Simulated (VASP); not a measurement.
GaN (rocksalt type), 2 atoms in the cell. Symmetry: Fm-3m, No. 225, cubic system. Conventional cell: a = 3.790 Å, b = 3.790 Å, c = 3.790 Å, α = 90.00°, β = 90.00°, γ = 90.00°. Ga (site symmetry m-3m) has 6 N at 1.90 Å within 2.5 Å. N (site symmetry m-3m) has 6 Ga at 1.90 Å within 2.5 Å. 

| Quantity | Value |
| --- | --- |
| Program | VASP 6.6.1 |
| Task | single point |
| Functional | PBE |
| Potentials or basis | VASP PAW PBE potentials, release 64 (Ga_d, N) |
| Cutoff | 600 eV |
| k mesh | 17 × 17 × 17 |
| Occupations | fermi-dirac, width 0.1 eV |
| Spin | no spin polarisation |
| Dipole correction | no |
| Further INCAR settings | ALGO = Normal; EDIFF = 1e-06; NBANDS = 16 |

Potentials or basis: VASP PAW PBE potentials, release 64 (Ga_d, N).

The run is started by

```console
$ cat potpaw_PBE.64/Ga_d/POTCAR potpaw_PBE.64/N/POTCAR > POTCAR
$ mpirun -np 1 vasp_std > vasp.out
```

Hardware: 1 thread of Intel(R) Xeon(R) Platinum 8259CL CPU @ 2.50GHz (Skylake/Cascade Lake), with other jobs on the host.

Question: How long does it take, and how much memory?

Answer: Run time: 32 s on 1 thread of Intel(R) Xeon(R) Platinum 8259CL CPU @ 2.50GHz (Skylake/Cascade Lake) (shared host), peak memory 0.17 GiB. Counts: scf iterations 13, k points 165.
